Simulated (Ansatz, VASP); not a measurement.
**Ge in VASP and in Ansatz**

Contents of INCAR:

```
SYSTEM = Ge
PREC = Accurate
ENCUT = 520
EDIFF = 1E-6
ISMEAR = -1
SIGMA = 0.05
LREAL = .False.
LASPH = .True.
NELM = 150
ALGO = Normal
ISIF = 2
LWAVE = .False.
LCHARG = .True.
MAGMOM = 0 0 0 0 0 0
LORBIT = 11
LSORBIT = .True.
GGA_COMPAT = .False.
LORBMOM = .True.
GGA = PE
LVHAR = .True.
NBANDS = 40
```

Contents of KPOINTS:

```
regular mesh
0
Gamma
  11 11 11
  0 0 0
```

File POSCAR:

```
Ge
1.0
    0.0000000000      2.8287700000      2.8287700000
    2.8287700000      0.0000000000      2.8287700000
    2.8287700000      2.8287700000      0.0000000000
Ge
2
Direct
    0.5000000000      0.5000000000      0.5000000000
    0.7500000000      0.7500000000      0.7500000000
```

Input for Ansatz:

```yaml
crystal:
  lattice:
    - [0.0, 2.82877, 2.82877]
    - [2.82877, 0.0, 2.82877]
    - [2.82877, 2.82877, 0.0]
  atoms:
    - { symbol: Ge, position: [0.5, 0.5, 0.5] }
    - { symbol: Ge, position: [0.75, 0.75, 0.75] }
kpoints:
  mp_grid: { grid: [11, 11, 11] }
  band_path:
    path:
      - [0.0, 0.0, 0.0]
      - [0.5, 0.0, 0.5]
      - [0.625, 0.25, 0.625]
      - [0.375, 0.375, 0.75]
      - [0.0, 0.0, 0.0]
      - [0.5, 0.5, 0.5]
      - [0.5, 0.25, 0.75]
      - [0.5, 0.0, 0.5]
    npoints: 5
scf:
  occupations: { method: fermi_dirac, width: 0.05 }
hamiltonian:
  xc: pbe
  pseudopotentials: { kind: all_electron, lapw: { basis_error: 0.0005 } }
output:
  forces: true
  stress: true
  eigenvalues: true
magnetization:
  noncollinear: true
  spin_orbit: true
```

Alike in both runs: task single point; functional PBE; k mesh 11 × 11 × 11; occupations fermi-dirac, width 0.05 eV; non-collinear spin, spin-orbit coupling.

|  | VASP | Ansatz |
| --- | --- | --- |
| version | VASP 6.6.1 | Ansatz 0.2.0 |
| potentials or method | VASP PAW PBE potentials, release 64 (Ge_d), cutoff 520 eV | all-electron LAPW |

```tsv
	VASP	Ansatz	Ansatz less VASP
pressure (GPa)	3.6	3.6	+0.04
net moment per atom (μB)	0.00	0.00	0.000
```

Ansatz ran all-electron here, and VASP with PAW potentials.
